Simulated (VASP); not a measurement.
# AlN (Imm2) in VASP: a series of runs

AlN is run at these levels: r2SCAN; tasks: single point.

All numbers are computed with VASP 6.6.1; they aren't measurements. Logs are shortened: lines on timing, memory, paths and dates and some standing lists are left out, and cuts for length are marked.

## Step 1: The cell of the first run

Symmetry: Imm2, No. 44, orthorhombic system. The conventional cell has a = 3.089 Å, b = 3.089 Å, c = 4.368 Å, α = 90.00°, β = 90.00°, γ = 90.00°. Al (site symmetry mm2) has 4 N at 1.74 to 2.08 Å within 2.3 Å. Within 2.3 Å of N (site symmetry mm2) lie 4 Al at 1.74 to 2.08 Å.

## Step 2: Single point, r2SCAN (atom 2 (N) moved by (-0.300, +0.000) A along x and z)

File POSCAR:

```
AlN
1.0
    0.0000000000      2.1839935596      2.1839935596
    2.1839935596      0.0000000000      2.1839935596
    2.1839935596      2.1839935596      0.0000000000
Al N
1 1
Direct
    0.0000000000      0.0000000000      0.0000000000
    0.8186815212      0.6813184788      0.6813184788
```

File INCAR.step1:

```
PREC = Accurate ; ENCUT = 520
ISMEAR = 0 ; SIGMA = 0.05
LREAL = F ; LASPH = T
NELM = 100 ; NBANDS = 11
GGA = PE ; ALGO = Normal
EDIFF = 1E-4 ; LWAVE = T
LCHARG = F
```

File INCAR.step2:

```
PREC = Accurate ; ENCUT = 520
EDIFF = 1E-6 ; ISMEAR = 0
SIGMA = 0.05 ; LREAL = F
LASPH = T ; NELM = 100
ALGO = Normal ; ISIF = 2
LWAVE = F ; LCHARG = F
METAGGA = R2SCAN ; LMIXTAU = T
NBANDS = 11 ; ISTART = 1
```

File KPOINTS:

```
Automatic mesh
0
Gamma
  10 10 10
```

Potentials or basis: VASP PAW PBE potentials, release 64 (Al, N).

Command:

```console
$ cat potpaw_PBE.64/Al/POTCAR potpaw_PBE.64/N/POTCAR > POTCAR
$ cp INCAR.step1 INCAR
$ mpirun -np 1 vasp_std > vasp.out
$ cp INCAR.step2 INCAR
$ mpirun -np 1 vasp_std > vasp.out
```

OUTCAR:

```text
PREC = Accurate
   ENCUT = 520
   EDIFF = 1E-6
   ISMEAR = 0
   LREAL = F
   LASPH = T
   NELM = 100
   ISIF = 2
   METAGGA = R2SCAN
   ISTART = 1

 ion  position               nearest neighbor table
   1  0.000  0.000  0.000-   2 1.74   2 1.74   2 2.08   2 2.08
   2  0.819  0.681  0.681-   1 1.74   1 1.74   1 2.08   1 2.08

  LATTYP: Found a face centered cubic cell.
 ALAT       =     4.3679871192

  Lattice vectors:

 A1 = (   0.0000000000,   2.1839935596,   2.1839935596)
 A2 = (   2.1839935596,   0.0000000000,   2.1839935596)
 A3 = (   2.1839935596,   2.1839935596,   0.0000000000)

Analysis of symmetry for initial positions (statically):
=====================================================================
 Subroutine PRICEL returns:
 Original cell was already a primitive cell.

 Routine SETGRP: Setting up the symmetry group for a
 face centered cubic supercell.

 Subroutine GETGRP returns: Found  4 space group operations
 (whereof  4 operations were pure point group operations)
 out of a pool of 48 trial point group operations.

The static configuration has the point symmetry C_2v.

Analysis of symmetry for dynamics (positions and initial velocities):
=====================================================================
 Subroutine PRICEL returns:
 Original cell was already a primitive cell.

 Routine SETGRP: Setting up the symmetry group for a
 face centered cubic supercell.

 Subroutine GETGRP returns: Found  4 space group operations
 (whereof  4 operations were pure point group operations)
 out of a pool of 48 trial point group operations.

The dynamic configuration has the point symmetry C_2v.

 Subroutine INISYM returns: Found  4 space group operations
 (whereof  4 operations are pure point group operations),
 and found     1 'primitive' translations

----------------------------------------------------------------------------------------

                                     Primitive cell

  volume of cell :      20.8345

  direct lattice vectors                    reciprocal lattice vectors
     0.000000000  2.183993560  2.183993560    -0.228938404  0.228938404  0.228938404
     2.183993560  0.000000000  2.183993560     0.228938404 -0.228938404  0.228938404
     2.183993560  2.183993560  0.000000000     0.228938404  0.228938404 -0.228938404

  length of vectors
     3.088633312  3.088633312  3.088633312     0.396532948  0.396532948  0.396532948

  position of ions in fractional coordinates (direct lattice)
     0.000000000  0.000000000  0.000000000
     0.818681521  0.681318479  0.681318479

  ion indices of the primitive-cell ions
   primitive index   ion index
                 1           1
                 2           2

----------------------------------------------------------------------------------------

 KPOINTS: Automatic mesh

Automatic generation of k-mesh.
 Grid dimensions read from file:
 generate k-points for:   10   10   10

 Generating k-lattice:

  Cartesian coordinates                     Fractional coordinates (reciprocal lattice)
    -0.022893840  0.022893840  0.022893840     0.100000000  0.000000000  0.000000000
     0.022893840 -0.022893840  0.022893840     0.000000000  0.100000000  0.000000000
     0.022893840  0.022893840 -0.022893840     0.000000000  0.000000000  0.100000000

  Length of vectors
     0.039653295  0.039653295  0.039653295

  Shift w.r.t. Gamma in fractional coordinates (k-lattice)
     0.000000000  0.000000000  0.000000000

 Subroutine IBZKPT returns following result:
 ===========================================

 Found    171 irreducible k-points:

 Following reciprocal coordinates:
            Coordinates               Weight
  0.000000  0.000000  0.000000      1.000000
  0.100000  0.000000  0.000000      4.000000
  0.000000  0.100000  0.000000      4.000000
  0.200000  0.000000  0.000000      4.000000
  0.000000  0.200000  0.000000      4.000000
  0.300000  0.000000  0.000000      4.000000
[... 16 lines left out ...]
  0.000000  0.400000  0.100000      4.000000
  0.100000  0.000000  0.400000      8.000000
 [... further k-points ...]
   k-points           NKPTS =    171   k-points in BZ     NKDIM =    171   number of bands    NBANDS=     11
   number of dos      NEDOS =    301   number of ions     NIONS =      2
   total plane-waves  NPLWV =  13824
   dimension x,y,z NGX =    24 NGY =   24 NGZ =   24
   dimension x,y,z NGXF=    48 NGYF=   48 NGZF=   48
   ions per type =               1   1
   NGX,Y,Z   is equivalent  to a cutoff of  12.92, 12.92, 12.92 a.u.
   NGXF,Y,Z  is equivalent  to a cutoff of  25.84, 25.84, 25.84 a.u.
 SYSTEM =  unknown system
   PREC   = accura    normal or accurate (medium, high low for compatibility)
   ISTART =      1    job   : 0-new  1-cont  2-samecut
   ICHARG =      0    charge: 1-file 2-atom 10-const
   ISPIN  =      1    spin polarized calculation?
   LNONCOLLINEAR =      F non collinear calculations
   LSORBIT =      F    spin-orbit coupling
   LASPH  =      T    aspherical Exc in radial PAW
   ENCUT  =  520.0 eV  38.22 Ry    6.18 a.u.   5.74  5.74  5.74*2*pi/ulx,y,z
   NELM   =    100;   NELMIN=  2; NELMDL=  0     # of ELM steps
   EDIFF  = 0.1E-05   stopping-criterion for ELM
   LREAL  =      F    real-space projection
   EDIFFG = 0.1E-04   stopping-criterion for IOM
   NSW    =      0    number of steps for IOM
   IBRION =     -1    ionic relax: 0-MD 1-quasi-New 2-CG
   NFREE  =      0    steps in history (QN), initial steepest desc. (CG)
   ISIF   =      2    stress and relaxation
   ISYM   =      2    0-nonsym 1-usesym 2-fastsym
   POTIM  = 0.5000    time-step for ionic-motion
   TEBEG  =    0.0;   TEEND  =   0.0 temperature during run
   PSTRESS=    0.0 pullay stress
   NELECT =       8.0000    total number of electrons
   NUPDOWN=      -1.0000    fix difference up-down
   EMIN   =  10.00;   EMAX   =-10.00  energy-range for DOS
   EFERMI =   0.00;   METHOD = LEGACY
   ISMEAR =     0;   SIGMA  =   0.05  broadening in eV -4-tet -1-fermi 0-gaus
   EFERMI_NEDOS =   21; number of points for ismear=-14 and -15
   IALGO  =     38    algorithm
   IMIX   =      4    mixing-type and parameters
     AMIX     =   0.40;   BMIX     =  1.00
     AMIX_MAG =   1.60;   BMIX_MAG =  1.00
  volume/ion in A,a.u.               =      10.42        70.30
  Fermi-wavevector in a.u.,A,eV,Ry     =   1.189899  2.248583 19.263943  1.415860
  Thomas-Fermi vector in A             =   2.325996
   LORBIT       =      0    0 simple, 1 ext, 2 COOP (PROOUT), +10 PAW based schemes
   METAGGA = R2SCAN    functional components
   LHFCALC =     F    Hartree Fock is set to
   AEXX    =    0.0000 exact exchange contribution
   IVDW    =     0    specifies the selected vdW correction
   LEPSILON=     F    determine dielectric tensor
   LRPA    =     F    only Hartree local field effects (RPA)
 non-spin polarized calculation
 Gauss-broadening in eV      SIGMA  =   0.05
  energy-cutoff  :      520.00
  volume of cell :       20.83
 maximum number of plane-waves:       571
   NGX = 11   NGY = 11   NGZ = 11

 number of electron       8.0000000 magnetization

 Free energy of the ion-electron system (eV)
  ---------------------------------------------------
  ext. energy  EPLUGINS =         0.00000000
  ---------------------------------------------------
  free energy    TOTEN  =       -18.52766363 eV

  energy without entropy =      -18.52766363  energy(sigma->0) =      -18.52766363

 E-fermi :   6.5968     XC(G=0): -11.4047

 val. band max:        6.3639807143   @ k =   0.0000   0.0000   0.0000
 cond. band min:       9.5553802187   @ k =   0.5000   0.5000   0.0000
 fundamental gap:      3.1913995045
 Fermi energy:         6.5968219880

 k-point     1 :       0.0000    0.0000    0.0000
  band No.  band energies     occupation
      1     -10.0810      2.00000
      2       4.8354      2.00000
      3       5.7617      2.00000
      4       6.3640      2.00000
      5      10.3709      0.00000
      6      19.1087      0.00000
      7      19.2559      0.00000
      8      19.3616      0.00000
      9      24.0431      0.00000
     10      24.1038      0.00000
     11      24.8235      0.00000

 k-point     2 :       0.1000    0.0000    0.0000
  band No.  band energies     occupation
      1      -9.9372      2.00000
      2       4.7896      2.00000
      3       5.1425      2.00000
      4       6.0457      2.00000
      5      11.1188      0.00000
      6      18.4578      0.00000
      7      19.4022      0.00000
      8      19.6106      0.00000
      9      23.1534      0.00000
     10      23.2652      0.00000
     11      24.5854      0.00000

 k-point     3 :       0.0000    0.1000    0.0000
  band No.  band energies     occupation
      1      -9.9331      2.00000
      2       4.2793      2.00000
      3       5.5728      2.00000
      4       6.3001      2.00000
      5      10.9405      0.00000
      6      18.4781      0.00000
      7      19.2584      0.00000
      8      19.9659      0.00000
      9      22.5580      0.00000
     10      23.0118      0.00000
     11      25.6177      0.00000

 k-point     4 :       0.2000    0.0000    0.0000
  band No.  band energies     occupation
      1      -9.5302      2.00000
      2       3.5097      2.00000
      3       4.6745      2.00000
      4       5.8430      2.00000
      5      12.3710      0.00000
      6      17.6640      0.00000
      7      19.1254      0.00000
      8      19.3527      0.00000
      9      22.6495      0.00000
     10      23.4592      0.00000
     11      23.7612      0.00000
[... 239 lines left out ...]
 k-point    22 :       0.4000    0.1000    0.0000
  band No.  band energies     occupation
      1      -8.4551      2.00000
      2       1.0098      2.00000
      3       4.2232      2.00000
      4       5.2847      2.00000
      5      13.7653      0.00000
      6      15.9439      0.00000
      7      17.9853      0.00000
      8      18.8044      0.00000
      9      23.6055      0.00000
     10      25.0138      0.00000
     11      27.3440      0.00000

 k-point    23 :       0.0000    0.4000    0.1000
  band No.  band energies     occupation
      1      -8.4074      2.00000
      2       0.5549      2.00000
      3       4.7587      2.00000
      4       5.5718      2.00000
      5      13.6322      0.00000
      6      15.6035      0.00000
      7      18.3836      0.00000
      8      18.6366      0.00000
      9      23.5103      0.00000
     10      25.4443      0.00000
     11      26.3715      0.00000

 k-point    24 :       0.1000    0.0000    0.4000
  band No.  band energies     occupation
      1      -8.4011      2.00000
      2       0.5177      2.00000
      3       4.9290      2.00000
      4       5.5387      2.00000
      5      13.3669      0.00000
      6      15.8997      0.00000
      7      17.8232      0.00000
      8      19.2060      0.00000
      9      22.8127      0.00000
     10      25.7968      0.00000
     11      26.4113      0.00000

 [... further k-points ...]

------------------------ aborting loop because EDIFF is reached ----------------------------------------

  FORCE on cell =-STRESS in cart. coord.  units (eV):
  Direction    XX          YY          ZZ          XY          YZ          ZX
  --------------------------------------------------------------------------------------
  -------------------------------------------------------------------------------------
  Total       -0.1131348      2.2116025      2.2116025      0.0000000     -3.0074227      0.0000000
  in kB       -8.7000733    170.0723072    170.0723072      0.0000000   -231.2709020      0.0000000
  external PRESSURE =     110.4815137 kB  Pullay stress =       0.0000000 kB

 VOLUME and BASIS-vectors are now :
 -----------------------------------------------------------------------------
  energy-cutoff  :      520.00
  volume of cell :       20.83
      direct lattice vectors                 reciprocal lattice vectors
     0.000000000  2.183993560  2.183993560    -0.228938404  0.228938404  0.228938404
     2.183993560  0.000000000  2.183993560     0.228938404 -0.228938404  0.228938404
     2.183993560  2.183993560  0.000000000     0.228938404  0.228938404 -0.228938404

 POSITION                                       TOTAL-FORCE (eV/Angst)
 -----------------------------------------------------------------------------------
      0.00000      0.00000      0.00000        -4.149019     -0.000000     -0.000000
      2.97599      3.27599      3.27599         4.149019      0.000000      0.000000
 -----------------------------------------------------------------------------------
    total drift:                               -0.000879     -0.000002     -0.000002

  FREE ENERGIE OF THE ION-ELECTRON SYSTEM (eV)
  ---------------------------------------------------
  free  energy   TOTEN  =       -18.5276636260 eV

  energy  without entropy=      -18.5276636260  energy(sigma->0) =      -18.52766363
```

Run time: 65 s. Hardware: 1 thread of Intel Xeon Platinum 8488C (Sapphire Rapids), shared host; peak memory 0.16 GiB.

What came out:

- Free energy: -18.5277 eV
- Pressure: 11.0 GPa
- Largest force: 4.149 eV/Å
- Band gap on the k mesh: 3.19 eV (least direct gap 4.01 eV)

Forces on the atoms (eV/Å):
```
Al  -4.149  0.000  0.000
N    4.149  0.000  0.000
```

Caveat: the cell differs from its parent crystal (atom 2 (N) moved by (-0.300, +0.000) A along x and z); the cell stands under pressure; the PAW data sets were made with another functional, which shifts forces and pressure a little.

## Step 3: Single point, r2SCAN (atom 2 (N) moved by (-0.150, +0.000) A along x and z)

Changes to POSCAR since step 2:

```diff
@@ -9,2 +9,2 @@
     0.0000000000      0.0000000000      0.0000000000
-    0.8186815212      0.6813184788      0.6813184788
+    0.7843407606      0.7156592394      0.7156592394
```

File INCAR.step1:

```
SYSTEM = AlN
ALGO     = Normal         ! electronic algorithm
EDIFF    = 1E-4           ! SCF threshold, eV
ENCUT    = 520            ! plane-wave cutoff, eV
GGA      = PE             ! functional
ISMEAR   = 0              ! smearing method
LASPH    = .True.         ! aspherical terms in the spheres
LCHARG   = .False.        ! write CHGCAR
LREAL    = .False.        ! projectors in reciprocal space
LWAVE    = .True.         ! write WAVECAR
NBANDS   = 11             ! bands
NELM     = 80             ! most SCF steps
PREC     = Accurate       ! precision mode
SIGMA    = 0.05           ! smearing width, eV
```

File INCAR.step2:

```
SYSTEM = AlN
ALGO     = Normal         ! electronic algorithm
EDIFF    = 1E-6           ! SCF threshold, eV
ENCUT    = 520            ! plane-wave cutoff, eV
ISIF     = 2              ! what is computed and relaxed
ISMEAR   = 0              ! smearing method
ISTART   = 1            
LASPH    = .True.         ! aspherical terms in the spheres
LCHARG   = .False.        ! write CHGCAR
LMIXTAU  = .True.       
LREAL    = .False.        ! projectors in reciprocal space
LWAVE    = .False.        ! write WAVECAR
METAGGA  = R2SCAN         ! meta-GGA
NBANDS   = 11             ! bands
NELM     = 80             ! most SCF steps
PREC     = Accurate       ! precision mode
SIGMA    = 0.05           ! smearing width, eV
```

File KPOINTS:

```
k-points
0
Gamma
  10 10 10
  0 0 0
```

Potentials or basis: VASP PAW PBE potentials, release 64 (Al, N).

Command:

```console
$ cat potpaw_PBE.64/Al/POTCAR potpaw_PBE.64/N/POTCAR > POTCAR
$ cp INCAR.step1 INCAR
$ mpirun -np 1 vasp_std > vasp.out
$ cp INCAR.step2 INCAR
$ mpirun -np 1 vasp_std > vasp.out
```

OUTCAR:

```text
SYSTEM = AlN
   EDIFF = 1E-6
   ENCUT = 520
   ISIF = 2
   ISMEAR = 0
   ISTART = 1
   LASPH = .True.
   LREAL = .False.
   METAGGA = R2SCAN
   NELM = 80
   PREC = Accurate

 ion  position               nearest neighbor table
   1  0.000  0.000  0.000-   2 1.81   2 1.81   2 1.98   2 1.98
   2  0.784  0.716  0.716-   1 1.81   1 1.81   1 1.98   1 1.98

  LATTYP: Found a face centered cubic cell.
 ALAT       =     4.3679871192

  Lattice vectors:

[... 522 lines left out ...]

------------------------ aborting loop because EDIFF is reached ----------------------------------------

  FORCE on cell =-STRESS in cart. coord.  units (eV):
  Direction    XX          YY          ZZ          XY          YZ          ZX
  --------------------------------------------------------------------------------------
  -------------------------------------------------------------------------------------
  Total       -0.0287830      0.5528031      0.5528031      0.0000000     -1.3715134      0.0000000
  in kB       -2.2134170     42.5105752     42.5105752      0.0000000   -105.4694289      0.0000000
  external PRESSURE =      27.6025778 kB  Pullay stress =       0.0000000 kB

 VOLUME and BASIS-vectors are now :
 -----------------------------------------------------------------------------
  energy-cutoff  :      520.00
  volume of cell :       20.83
      direct lattice vectors                 reciprocal lattice vectors
     0.000000000  2.183993560  2.183993560    -0.228938404  0.228938404  0.228938404
     2.183993560  0.000000000  2.183993560     0.228938404 -0.228938404  0.228938404
     2.183993560  2.183993560  0.000000000     0.228938404  0.228938404 -0.228938404

 POSITION                                       TOTAL-FORCE (eV/Angst)
 -----------------------------------------------------------------------------------
      0.00000      0.00000      0.00000        -2.223513      0.000000      0.000000
      3.12599      3.27599      3.27599         2.223513      0.000000      0.000000
 -----------------------------------------------------------------------------------
    total drift:                               -0.000340     -0.000001     -0.000001

  FREE ENERGIE OF THE ION-ELECTRON SYSTEM (eV)
  ---------------------------------------------------
  free  energy   TOTEN  =       -19.0114066824 eV

  energy  without entropy=      -19.0114066824  energy(sigma->0) =      -19.01140668
```

Wall time 61 s (1 thread of Intel Xeon Platinum 8488C (Sapphire Rapids), shared host); peak memory 0.16 GiB.

Results:

- Free energy: -19.0114 eV
- Pressure: 2.8 GPa
- Largest force: 2.224 eV/Å
- Band gap on the k mesh: 3.54 eV (least direct gap 4.46 eV)

Forces in eV/Å, atoms in the order of the input:
```
Al  -2.224  0.000  0.000
N    2.224  0.000  0.000
```

Stress tensor (GPa, compression positive):
```
 -0.22   0.00   0.00
  0.00   4.25 -10.55
  0.00 -10.55   4.25
```

Caveat: the cell differs from its parent crystal (atom 2 (N) moved by (-0.150, +0.000) A along x and z); the PAW data sets were made with another functional, which shifts forces and pressure a little. A k mesh can miss the band edges.
